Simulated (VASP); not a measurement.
# V (Fm-3m) in VASP: further runs

V is run at these levels: r2SCAN; tasks: single point.

Everything below comes from runs of VASP 6.6.1. Logs are shortened: lines on timing, memory, paths and dates and some standing lists are left out, and cuts for length are marked.

**1. The cell of the first run**

It takes space group Fm-3m (No. 225, cubic). The conventional cell has a = 3.801 Å, b = 3.801 Å, c = 3.801 Å, α = 90.00°, β = 90.00°, γ = 90.00°. V (site symmetry m-3m) has 12 V at 2.69 Å within 3.5 Å.

This isn't the form of V at room conditions, which is bcc.

**2. Single point, r2SCAN**

Input file POSCAR:

```
V
1.0
    0.0000000000      1.9003685517      1.9003685517
    1.9003685517      0.0000000000      1.9003685517
    1.9003685517      1.9003685517      0.0000000000
V
1
Direct
    0.0000000000      0.0000000000      0.0000000000
```

Input file INCAR.step1:

```
PREC = Accurate
ENCUT = 520
ISMEAR = 0
SIGMA = 0.05
LREAL = F
LASPH = T
NELM = 80
NBANDS = 12
GGA = PE
ALGO = Normal
EDIFF = 1E-4
LWAVE = T
LCHARG = F
```

Input file INCAR.step2:

```
PREC = Accurate
ENCUT = 520
EDIFF = 1E-6
ISMEAR = 0
SIGMA = 0.05
LREAL = F
LASPH = T
NELM = 80
ALGO = Normal
ISIF = 2
LWAVE = F
LCHARG = T
METAGGA = R2SCAN
LMIXTAU = T
LELF = T
LVHAR = T
NBANDS = 12
ISTART = 1
```

Input file KPOINTS:

```
regular mesh
0
Gamma
  18 18 18
```

Potentials or basis: VASP PAW PBE potentials, release 64 (V_sv).

Run with:

```bash
> cat potpaw_PBE.64/V_sv/POTCAR > POTCAR
> cp INCAR.step1 INCAR
> mpirun -np 1 vasp_std > vasp.out
> cp INCAR.step2 INCAR
> mpirun -np 1 vasp_std > vasp.out
```

OUTCAR:

```text
PREC = Accurate
   ENCUT = 520
   EDIFF = 1E-6
   ISMEAR = 0
   LREAL = F
   LASPH = T
   NELM = 80
   ISIF = 2
   METAGGA = R2SCAN
   ISTART = 1

 ion  position               nearest neighbor table
   1  0.000  0.000  0.000-

  LATTYP: Found a face centered cubic cell.
 ALAT       =     3.8007371034

  Lattice vectors:

 A1 = (   0.0000000000,   1.9003685517,   1.9003685517)
 A2 = (   1.9003685517,   0.0000000000,   1.9003685517)
 A3 = (   1.9003685517,   1.9003685517,   0.0000000000)

Analysis of symmetry for initial positions (statically):
=====================================================================
 Subroutine PRICEL returns:
 Original cell was already a primitive cell.

 Routine SETGRP: Setting up the symmetry group for a
 face centered cubic supercell.

 Subroutine GETGRP returns: Found 48 space group operations
 (whereof 48 operations were pure point group operations)
 out of a pool of 48 trial point group operations.

The static configuration has the point symmetry O_h .

Analysis of symmetry for dynamics (positions and initial velocities):
=====================================================================
 Subroutine PRICEL returns:
 Original cell was already a primitive cell.

 Routine SETGRP: Setting up the symmetry group for a
 face centered cubic supercell.

 Subroutine GETGRP returns: Found 48 space group operations
 (whereof 48 operations were pure point group operations)
 out of a pool of 48 trial point group operations.

The dynamic configuration has the point symmetry O_h .

 Subroutine INISYM returns: Found 48 space group operations
 (whereof 48 operations are pure point group operations),
 and found     1 'primitive' translations

----------------------------------------------------------------------------------------

                                     Primitive cell

  volume of cell :      13.7260

  direct lattice vectors                    reciprocal lattice vectors
     0.000000000  1.900368552  1.900368552    -0.263106859  0.263106859  0.263106859
     1.900368552  0.000000000  1.900368552     0.263106859 -0.263106859  0.263106859
     1.900368552  1.900368552  0.000000000     0.263106859  0.263106859 -0.263106859

  length of vectors
     2.687526979  2.687526979  2.687526979     0.455714447  0.455714447  0.455714447

  position of ions in fractional coordinates (direct lattice)
[... 83 lines left out ...]
   ISIF   =      2    stress and relaxation
   ISYM   =      2    0-nonsym 1-usesym 2-fastsym
   POTIM  = 0.5000    time-step for ionic-motion
   TEBEG  =    0.0;   TEEND  =   0.0 temperature during run
   PSTRESS=    0.0 pullay stress
   NELECT =      13.0000    total number of electrons
   NUPDOWN=      -1.0000    fix difference up-down
   EMIN   =  10.00;   EMAX   =-10.00  energy-range for DOS
   EFERMI =   0.00;   METHOD = LEGACY
   ISMEAR =     0;   SIGMA  =   0.05  broadening in eV -4-tet -1-fermi 0-gaus
   EFERMI_NEDOS =   21; number of points for ismear=-14 and -15
   IALGO  =     38    algorithm
   IMIX   =      4    mixing-type and parameters
     AMIX     =   0.40;   BMIX     =  1.00
     AMIX_MAG =   1.60;   BMIX_MAG =  1.00
  volume/ion in A,a.u.               =      13.73        92.63
  Fermi-wavevector in a.u.,A,eV,Ry     =   1.607711  3.038134 35.167471  2.584736
  Thomas-Fermi vector in A             =   2.703697
   LORBIT       =      0    0 simple, 1 ext, 2 COOP (PROOUT), +10 PAW based schemes
   METAGGA = R2SCAN    functional components
   LHFCALC =     F    Hartree Fock is set to
   AEXX    =    0.0000 exact exchange contribution
   IVDW    =     0    specifies the selected vdW correction
   LEPSILON=     F    determine dielectric tensor
   LRPA    =     F    only Hartree local field effects (RPA)
 non-spin polarized calculation
 Gauss-broadening in eV      SIGMA  =   0.05
  energy-cutoff  :      520.00
  volume of cell :       13.73
 maximum number of plane-waves:       380
   NGX =  9   NGY =  9   NGZ =  9

 number of electron      13.0000005 magnetization

 Free energy of the ion-electron system (eV)
  ---------------------------------------------------
  ext. energy  EPLUGINS =         0.00000000
  ---------------------------------------------------
  free energy    TOTEN  =       -13.88988636 eV

  energy without entropy =      -13.88752598  energy(sigma->0) =      -13.88870617

 E-fermi :   9.7703     XC(G=0): -13.9554

 val. band max:        9.7682234370   @ k =  -0.3333   0.1111   0.0000
 cond. band min:       9.7712735716   @ k =  -0.3889   0.1667   0.0556
 fundamental gap:      0.0030501346
 Fermi energy:         9.7702682739

 k-point     1 :       0.0000    0.0000    0.0000
  band No.  band energies     occupation
      1     -56.9378      2.00000
      2     -29.1244      2.00000
      3     -29.1243      2.00000
      4     -29.1243      2.00000
      5       2.4122      2.00000
      6       9.9445      0.00000
      7       9.9445      0.00000
      8       9.9445      0.00000
      9      11.9440      0.00000
     10      11.9440      0.00000
     11      27.9964      0.00000
     12      33.7334      0.00000
[... 331 lines left out ...]
 k-point    24 :      -0.2222    0.0556    0.0000
  band No.  band energies     occupation
      1     -56.8505      2.00000
      2     -29.5500      2.00000
      3     -29.2056      2.00000
      4     -29.1679      2.00000
      5       4.5080      2.00000
      6       9.0863      2.00000
      7      10.2616      0.00000
      8      10.3630      0.00000
      9      11.6919      0.00000
     10      12.2367      0.00000
     11      25.4978      0.00000
     12      28.7835      0.00000

 [... further k-points ...]

------------------------ aborting loop because EDIFF is reached ----------------------------------------

  FORCE on cell =-STRESS in cart. coord.  units (eV):
  Direction    XX          YY          ZZ          XY          YZ          ZX
  --------------------------------------------------------------------------------------
  -------------------------------------------------------------------------------------
  Total        0.0494763      0.0494763      0.0494763      0.0000000      0.0000000      0.0000000
  in kB        5.7751611      5.7751611      5.7751611      0.0000000      0.0000000      0.0000000
  external PRESSURE =       5.7751611 kB  Pullay stress =       0.0000000 kB

 VOLUME and BASIS-vectors are now :
 -----------------------------------------------------------------------------
  energy-cutoff  :      520.00
  volume of cell :       13.73
      direct lattice vectors                 reciprocal lattice vectors
     0.000000000  1.900368552  1.900368552    -0.263106859  0.263106859  0.263106859
     1.900368552  0.000000000  1.900368552     0.263106859 -0.263106859  0.263106859
     1.900368552  1.900368552  0.000000000     0.263106859  0.263106859 -0.263106859

 POSITION                                       TOTAL-FORCE (eV/Angst)
 -----------------------------------------------------------------------------------
      0.00000      0.00000      0.00000         0.000000      0.000000      0.000000
 -----------------------------------------------------------------------------------
    total drift:                                0.000000     -0.000000     -0.000000

  FREE ENERGIE OF THE ION-ELECTRON SYSTEM (eV)
  ---------------------------------------------------
  free  energy   TOTEN  =       -13.8898863602 eV

  energy  without entropy=      -13.8875259755  energy(sigma->0) =      -13.88870617
```

OUTCAR.step1:

```text
PREC = Accurate
   ENCUT = 520
   ISMEAR = 0
   LREAL = F
   LASPH = T
[... 575 lines left out ...]

 POSITION                                       TOTAL-FORCE (eV/Angst)
 -----------------------------------------------------------------------------------
      0.00000      0.00000      0.00000         0.000000      0.000000      0.000000
 -----------------------------------------------------------------------------------
    total drift:                                0.000000      0.000000      0.000000

  FREE ENERGIE OF THE ION-ELECTRON SYSTEM (eV)
  ---------------------------------------------------
  free  energy   TOTEN  =        -8.7488737593 eV

  energy  without entropy=       -8.7464489898  energy(sigma->0) =       -8.74766137
```

Run time: 2.4 min. Hardware: 1 thread of Intel Xeon 8259CL, shared host; peak memory 0.15 GiB.

Results:

```
Free energy            : -13.8899 eV
Pressure               : 0.6 GPa
Band gap on the k mesh : zero (an odd number of electrons rules out a gap without spin polarisation)
```

Levels at points of the mesh, in eV from the Fermi level:
```
           k point  band 2  band 3  band 4  band 5  band 6  band 7  band 8  band 9  band 10  band 11
(0.00, 0.00, 0.00)  -38.89  -38.89  -38.89   -7.36    0.17    0.17    0.17    2.17     2.17    18.23
(0.50, 0.00, 0.00)  -39.77  -39.01  -39.01   -3.58    0.13    0.13    0.64    3.28     3.28     9.48
(0.50, 0.50, 0.00)  -39.71  -39.20  -39.20   -3.64   -2.83    3.37    3.43    3.53     3.53    12.28
```

Caveat: the PAW data sets were made with another functional, which shifts forces and pressure a little.

**3. Single point, r2SCAN, collinear spin (13.67 Å³/atom)**

This run uses another cell than the first one, of 13.67 Å³/atom.

Input file POSCAR:

```
V
1.0
    0.0000000000      1.8979659745      1.8979659745
    1.8979659745      0.0000000000      1.8979659745
    1.8979659745      1.8979659745      0.0000000000
V
1
Direct
    0.0000000000      0.0000000000      0.0000000000
```

Input file INCAR.step1:

```
SYSTEM = V
  PREC = Accurate
  ENCUT = 520
  ISMEAR = 0
  SIGMA = 0.05
  LREAL = .FALSE.
  LASPH = .TRUE.
  NELM = 150
  ISPIN = 2
  MAGMOM = 0.05
  LMAXMIX = 4
  NBANDS = 16
  GGA = PE
  ALGO = Normal
  EDIFF = 1E-4
  LWAVE = .TRUE.
  LCHARG = .FALSE.
```

Input file INCAR.step2:

```
SYSTEM = V
  PREC = Accurate
  ENCUT = 520
  EDIFF = 1E-7
  ISMEAR = 0
  SIGMA = 0.05
  LREAL = .FALSE.
  LASPH = .TRUE.
  NELM = 150
  ALGO = Normal
  ISIF = 2
  LWAVE = .FALSE.
  LCHARG = .TRUE.
  ISPIN = 2
  MAGMOM = 0.05
  LORBIT = 11
  LMAXMIX = 4
  METAGGA = R2SCAN
  LMIXTAU = .TRUE.
  LELF = .TRUE.
  LVHAR = .TRUE.
  NBANDS = 16
  ISTART = 1
```

Input file KPOINTS:

```
regular mesh
0
G
  18 18 18
  0 0 0
```

Potentials or basis: VASP PAW PBE potentials, release 64 (V_sv).

Run with:

```bash
> cat potpaw_PBE.64/V_sv/POTCAR > POTCAR
> cp INCAR.step1 INCAR
> mpirun -np 1 vasp_std > vasp.out
> cp INCAR.step2 INCAR
> mpirun -np 1 vasp_std > vasp.out
```

It took 7.7 min on 1 thread of Intel Xeon 8259CL, shared host; peak memory 0.18 GiB.

The run converged. Its results:

```yaml
Free_energy: -13.8896 eV
Pressure: 1.3 GPa
Net_moment: 0.00 μB per cell
Valence_electrons_inside_the_program's_atomic_spheres: V 11.58
```

Levels at points of the mesh, in eV from the Fermi level:
Spin up:
| k point | band 3 | band 4 | band 5 | band 6 | band 7 | band 8 | band 9 | band 10 |
| --- | --- | --- | --- | --- | --- | --- | --- | --- |
| (0.00, 0.00, 0.00) | -38.88 | -38.88 | -7.37 | 0.17 | 0.17 | 0.17 | 2.18 | 2.18 |
| (0.50, 0.00, 0.00) | -39.00 | -39.00 | -3.59 | 0.13 | 0.13 | 0.65 | 3.30 | 3.30 |
| (0.50, 0.50, 0.00) | -39.19 | -39.19 | -3.66 | -2.84 | 3.38 | 3.45 | 3.55 | 3.55 |
Spin down:
| k point | band 4 | band 5 | band 6 | band 7 | band 8 | band 9 |
| --- | --- | --- | --- | --- | --- | --- |
| (0.00, 0.00, 0.00) | -38.88 | -7.37 | 0.17 | 0.17 | 0.17 | 2.18 |
| (0.50, 0.00, 0.00) | -39.00 | -3.59 | 0.13 | 0.13 | 0.65 | 3.30 |
| (0.50, 0.50, 0.00) | -39.19 | -3.66 | -2.84 | 3.38 | 3.45 | 3.55 |

Caveat: the PAW data sets were made with another functional, which shifts forces and pressure a little.

**4. Single point, r2SCAN, collinear spin (13.73 Å³/atom)**

Input file POSCAR:

```
V
1.0
    0.0000000000      1.9003685517      1.9003685517
    1.9003685517      0.0000000000      1.9003685517
    1.9003685517      1.9003685517      0.0000000000
V
1
Direct
    0.0000000000      0.0000000000      0.0000000000
```

Input file INCAR.step1:

```
PREC = Accurate ; ENCUT = 520
ISMEAR = 0 ; SIGMA = 0.05
LREAL = F ; LASPH = T
NELM = 150 ; ISPIN = 2
MAGMOM = 0.05 ; LMAXMIX = 4
NBANDS = 16 ; GGA = PE
ALGO = Normal ; EDIFF = 1E-4
LWAVE = T ; LCHARG = F
```

Input file INCAR.step2:

```
PREC = Accurate ; ENCUT = 520
EDIFF = 1E-7 ; ISMEAR = 0
SIGMA = 0.05 ; LREAL = F
LASPH = T ; NELM = 150
ALGO = Normal ; ISIF = 2
LWAVE = F ; LCHARG = F
ISPIN = 2 ; MAGMOM = 0.05
LORBIT = 11 ; LMAXMIX = 4
METAGGA = R2SCAN ; LMIXTAU = T
NBANDS = 16 ; ISTART = 1
```

Input file KPOINTS:

```
Automatic mesh
0
Gamma
  18 18 18
```

Run with:

```bash
> cat potpaw_PBE.64/V_sv/POTCAR > POTCAR
> cp INCAR.step1 INCAR
> mpirun -np 1 vasp_std > vasp.out
> cp INCAR.step2 INCAR
> mpirun -np 1 vasp_std > vasp.out
```

Wall time 6.9 min (1 thread of Intel Xeon 8259CL, shared host); peak memory 0.19 GiB.

It converged, with:

| Quantity | Value |
| --- | --- |
| Free energy | -13.8899 eV |
| Pressure | 0.6 GPa |
| Net moment | 0.00 μB per cell |
| Valence electrons inside the program's atomic spheres | V 11.57 |

Levels at points of the mesh, in eV from the Fermi level:
Spin up:
| k point | band 2 | band 3 | band 4 | band 5 | band 6 | band 7 | band 8 | band 9 | band 10 | band 11 |
| --- | --- | --- | --- | --- | --- | --- | --- | --- | --- | --- |
| (0.00, 0.00, 0.00) | -38.89 | -38.89 | -38.89 | -7.36 | 0.17 | 0.17 | 0.17 | 2.17 | 2.17 | 18.23 |
| (0.50, 0.00, 0.00) | -39.77 | -39.01 | -39.01 | -3.58 | 0.13 | 0.13 | 0.64 | 3.28 | 3.28 | 9.48 |
| (0.50, 0.50, 0.00) | -39.71 | -39.20 | -39.20 | -3.64 | -2.83 | 3.37 | 3.43 | 3.53 | 3.53 | 12.28 |
Spin down:
```tsv
k point	band 3	band 4	band 5	band 6	band 7	band 8	band 9	band 10
(0.00, 0.00, 0.00)	-38.89	-38.89	-7.36	0.17	0.17	0.17	2.17	2.17
(0.50, 0.00, 0.00)	-39.01	-39.01	-3.58	0.13	0.13	0.64	3.28	3.28
(0.50, 0.50, 0.00)	-39.20	-39.20	-3.64	-2.83	3.37	3.43	3.53	3.53
```

Caveat: the PAW data sets were made with another functional, which shifts forces and pressure a little.

**5. Single point, r2SCAN, collinear spin, ferromagnetic start**

POSCAR is that of step 4.

Changes to INCAR.step1 since step 4:

```diff
@@ -4,3 +4,3 @@
 NELM = 150 ; ISPIN = 2
-MAGMOM = 0.05 ; LMAXMIX = 4
+MAGMOM = 0.5 ; LMAXMIX = 4
 NBANDS = 16 ; GGA = PE
```

Input file INCAR.step2:

```
PREC = Accurate ; ENCUT = 520
EDIFF = 1E-6 ; ISMEAR = 0
SIGMA = 0.05 ; LREAL = F
LASPH = T ; NELM = 150
ALGO = Normal ; ISIF = 2
LWAVE = F ; LCHARG = F
ISPIN = 2 ; MAGMOM = 0.5
LORBIT = 11 ; LMAXMIX = 4
METAGGA = R2SCAN ; LMIXTAU = T
NBANDS = 16 ; ISTART = 1
```

Input file KPOINTS:

```
regular mesh
0
Gamma
  18 18 18
```

Run with:

```bash
> cat potpaw_PBE.64/V_sv/POTCAR > POTCAR
> cp INCAR.step1 INCAR
> mpirun -np 1 vasp_std > vasp.out
> cp INCAR.step2 INCAR
> mpirun -np 1 vasp_std > vasp.out
```

Wall time 5.9 min (1 thread of Intel Xeon 8259CL, shared host); peak memory 0.18 GiB.

It converged, with:

```yaml
Free_energy: -13.8899 eV
Pressure: 0.6 GPa
Net_moment: 0.00 μB per cell
Valence_electrons_inside_the_program's_atomic_spheres: V 11.57
```

Levels at points of the mesh, in eV from the Fermi level:
Spin up:
```tsv
k point	band 2	band 3	band 4	band 5	band 6	band 7	band 8	band 9	band 10	band 11
(0.00, 0.00, 0.00)	-38.89	-38.89	-38.89	-7.36	0.17	0.17	0.17	2.17	2.17	18.23
(0.50, 0.00, 0.00)	-39.77	-39.01	-39.01	-3.58	0.13	0.13	0.64	3.28	3.28	9.48
(0.50, 0.50, 0.00)	-39.71	-39.20	-39.20	-3.64	-2.83	3.37	3.43	3.53	3.53	12.28
```
Spin down:
| k point | band 3 | band 4 | band 5 | band 6 | band 7 | band 8 | band 9 | band 10 |
| --- | --- | --- | --- | --- | --- | --- | --- | --- |
| (0.00, 0.00, 0.00) | -38.89 | -38.89 | -7.36 | 0.17 | 0.17 | 0.17 | 2.17 | 2.17 |
| (0.50, 0.00, 0.00) | -39.01 | -39.01 | -3.58 | 0.13 | 0.13 | 0.64 | 3.28 | 3.28 |
| (0.50, 0.50, 0.00) | -39.20 | -39.20 | -3.64 | -2.83 | 3.37 | 3.43 | 3.53 | 3.53 |

Caveat: the PAW data sets were made with another functional, which shifts forces and pressure a little.

**6. Single point, r2SCAN, collinear spin, ferromagnetic start**

This run uses another cell than the first one, of 13.97 Å³/atom.

Input file POSCAR:

```
V
1.0
    0.0000000000      1.9114380590      1.9114380590
    1.9114380590      0.0000000000      1.9114380590
    1.9114380590      1.9114380590      0.0000000000
V
1
Direct
    0.0000000000      0.0000000000      0.0000000000
```

Changes to INCAR.step1 since step 5:

```diff
@@ -4,3 +4,3 @@
 NELM = 150 ; ISPIN = 2
-MAGMOM = 0.5 ; LMAXMIX = 4
+MAGMOM = 1 ; LMAXMIX = 4
 NBANDS = 16 ; GGA = PE
```

Changes to INCAR.step2 since step 5:

```diff
@@ -6,3 +6,3 @@
 LWAVE = F ; LCHARG = F
-ISPIN = 2 ; MAGMOM = 0.5
+ISPIN = 2 ; MAGMOM = 1
 LORBIT = 11 ; LMAXMIX = 4
```

KPOINTS is that of step 5.

Potentials or basis: VASP PAW PBE potentials, release 64 (V_sv).

Run with:

```bash
> cat potpaw_PBE.64/V_sv/POTCAR > POTCAR
> cp INCAR.step1 INCAR
> mpirun -np 1 vasp_std > vasp.out
> cp INCAR.step2 INCAR
> mpirun -np 1 vasp_std > vasp.out
```

It took 4.9 min on 1 thread of Intel Xeon 8259CL, shared host; peak memory 0.18 GiB.

Results (log left out):

* Free energy: -13.8884 eV
* Pressure: -2.6 GPa
* Net moment: 0.00 μB per cell
* Valence electrons inside the program's atomic spheres: V 11.55

Levels at points of the mesh, in eV from the Fermi level:
Spin up:
```csv
k point,band 2,band 3,band 4,band 5,band 6,band 7,band 8,band 9,band 10,band 11
"(0.00, 0.00, 0.00)",-38.94,-38.94,-38.94,-7.31,0.17,0.17,0.17,2.13,2.13,18.13
"(0.50, 0.00, 0.00)",-39.77,-39.05,-39.05,-3.52,0.14,0.14,0.59,3.21,3.21,9.27
"(0.50, 0.50, 0.00)",-39.72,-39.23,-39.23,-3.55,-2.76,3.29,3.34,3.45,3.45,12.05
```
Spin down:
| k point | band 3 | band 4 | band 5 | band 6 | band 7 | band 8 | band 9 | band 10 |
| --- | --- | --- | --- | --- | --- | --- | --- | --- |
| (0.00, 0.00, 0.00) | -38.94 | -38.94 | -7.31 | 0.17 | 0.17 | 0.17 | 2.13 | 2.13 |
| (0.50, 0.00, 0.00) | -39.05 | -39.05 | -3.52 | 0.14 | 0.14 | 0.59 | 3.21 | 3.21 |
| (0.50, 0.50, 0.00) | -39.23 | -39.23 | -3.55 | -2.76 | 3.29 | 3.34 | 3.45 | 3.45 |

Caveat: the moments typed at the start vanished in this run; the PAW data sets were made with another functional, which shifts forces and pressure a little.

**7. Summary**

```csv
spin,cell,gap on the mesh (eV),pressure (GPa),moment (μB)
off,"a = 2.688 Å, angles 60.0°, 1 atom",none,0.6,-
collinear,"a = 2.684 Å, angles 60.0°, 1 atom",none,1.3,0.00
collinear,"a = 2.688 Å, angles 60.0°, 1 atom",none,0.6,0.00
"collinear, ferromagnetic start","a = 2.688 Å, angles 60.0°, 1 atom",none,0.6,0.00
"collinear, ferromagnetic start","a = 2.703 Å, angles 60.0°, 1 atom",none,-2.6,0.00
```

Alike in all rows: task single point; level r2SCAN; potentials or basis VASP PAW PBE potentials, release 64 (V_sv); k mesh 18 × 18 × 18; cutoff (eV) 520; smearing gaussian 0.05 eV.

Caveats: the PAW data sets were made with another functional, which shifts forces and pressure a little; the moments typed at the start vanished in this run (at least some runs).

Absolute energies hang on the potentials; compare differences alone.
